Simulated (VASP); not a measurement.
Here is a VASP 6.6.1 calculation.

The input INCAR:

```
SYSTEM = Al8H
ALGO = Normal ; DIPOL = 0.5 0.5 0.291
EDIFF = 1E-6 ; ENCUT = 520
GGA = PE ; IDIPOL = 3
ISIF = 2 ; ISMEAR = 0
LASPH = .True. ; LCHARG = .True.
LDIPOL = .True. ; LELF = .True.
LREAL = Auto ; LVACPOTAV = .True.
LVHAR = .True. ; LWAVE = .False.
NBANDS = 40 ; NELM = 60
PREC = Accurate ; SIGMA = 0.1
```

KPOINTS

```
k-points
0
Gamma
  5 4 1
  0 0 0
```

The input POSCAR:

```
Al8H
1.0
    5.7135165837      0.0000000000      0.0000000000
    0.0000000000      8.0801326415      0.0000000000
    0.0000000000      0.0000000000     22.2432786975
Al H
16 2
Direct
    0.2500000000      0.2500000000      0.1798296040
    0.2500000000      0.7500000000      0.1798296040
    0.7500000000      0.2500000000      0.1798296040
    0.7500000000      0.7500000000      0.1798296040
    0.0000000000      0.0000000000      0.2440458181
    0.0000000000      0.5000000000      0.2440458181
    0.5000000000      0.0000000000      0.2440458181
    0.5000000000      0.5000000000      0.2440458181
    0.2500000000      0.2500000000      0.3102598702
    0.2500000000      0.7500000000      0.3102598702
    0.7500000000      0.2500000000      0.3102598702
    0.7500000000      0.7500000000      0.3102598702
    0.0000000000      0.0000000000      0.3705963860
    0.0000000000      0.5000000000      0.3705963860
    0.5000000000      0.0000000000      0.3705963860
    0.5000000000      0.5000000000      0.3705963860
    0.2500000000      0.1116978149      0.4052135847
    0.2500000000      0.3883021851      0.4052135847
```

Potentials or basis: VASP PAW PBE potentials, release 64 (Al, H).

The run is started by

```sh
$ cat potpaw_PBE.64/Al/POTCAR potpaw_PBE.64/H/POTCAR > POTCAR
$ mpirun -np 1 vasp_std > vasp.out
```

Q: Predict the band gap on the k mesh.

A: Zero (band 25 reaches -0.46 eV, above the bottom of band 26 at -1.11 eV).

Q: Predict the largest force.

A: 0.445 eV/Å.

Forces in eV/Å, atoms in the order of the input:
```
Al   0.000  0.000  0.164
Al   0.000  0.000  0.318
Al   0.000  0.000  0.318
Al   0.000  0.000  0.309
Al  -0.107  0.016 -0.220
Al  -0.107 -0.016 -0.220
Al   0.107  0.016 -0.220
Al   0.107 -0.016 -0.220
Al   0.000  0.000 -0.445
Al   0.000  0.000  0.429
Al   0.000  0.000  0.123
Al   0.000  0.000 -0.123
Al  -0.307 -0.038 -0.002
Al  -0.307  0.038 -0.002
Al   0.307 -0.038 -0.002
Al   0.307  0.038 -0.002
H    0.000 -0.317 -0.102
H    0.000  0.317 -0.102
```
